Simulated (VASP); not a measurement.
## Be: single point with PBEsol

Crystal: Be.

```
Be
1.0
     2.29950    0.00000    0.00000
    -1.14975    2.19057    0.00000
     0.00000    0.00000    3.60090
Be
2
Cartesian
  0.0000 1.4604 0.9002
  1.1498 0.7302 2.7007
```

This cell differs from its parent crystal: strain +0.1000 x Voigt [0, 1, 0, 0, 0, 0].

```json
{
  "Program": "VASP 6.6.1",
  "Task": "single point",
  "Functional": "PBEsol",
  "Potentials or basis": "VASP PAW PBE potentials, release 64 (Be)",
  "Cutoff": "520 eV",
  "k mesh": "24 × 24 × 14",
  "Occupations": "gaussian, width 0.15 eV",
  "Spin": "no spin polarisation"
}
```

| Property | Result |
| --- | --- |
| Pressure | -12.7 GPa |
| Largest force | 0.110 eV/Å |
| Band gap on the k mesh | zero (bands 2 and 3 overlap by 1.92 eV) |

Forces in eV/Å, atoms in the order of the input:
```
Be   0.000  0.110  0.000
Be   0.000 -0.110  0.000
```

Stress tensor (GPa, compression positive):
```
 -5.38   0.00   0.00
  0.00 -27.05   0.00
  0.00   0.00  -5.60
```

Levels at points of the mesh, in eV from the Fermi level:
```
           k point  band 1  band 2  band 3  band 4  band 5
(0.00, 0.00, 0.00)  -10.63   -3.56    1.54   12.02   14.49
(0.50, 0.00, 0.00)   -4.49   -2.88    3.86    6.45    6.47
(0.00, 0.50, 0.00)   -5.19   -3.97    2.52    5.68    5.91
(0.00, 0.00, 0.50)   -8.45   -8.45   11.00   11.00   13.80
(0.50, 0.00, 0.50)   -3.09   -3.09    1.49    1.49    9.38
(0.00, 0.50, 0.50)   -3.83   -3.83    0.15    0.15   12.28
```

It took 84 s on 1 thread of Intel(R) Xeon(R) Platinum 8488C (Sapphire Rapids) (shared host), peak memory 0.27 GiB.

Caveat: the cell differs from its parent crystal (strain +0.1000 x Voigt [0, 1, 0, 0, 0, 0]); the stress differs along the axes, from -27 to -5 GPa; the PAW data sets were made with another functional, which shifts forces and pressure a little.
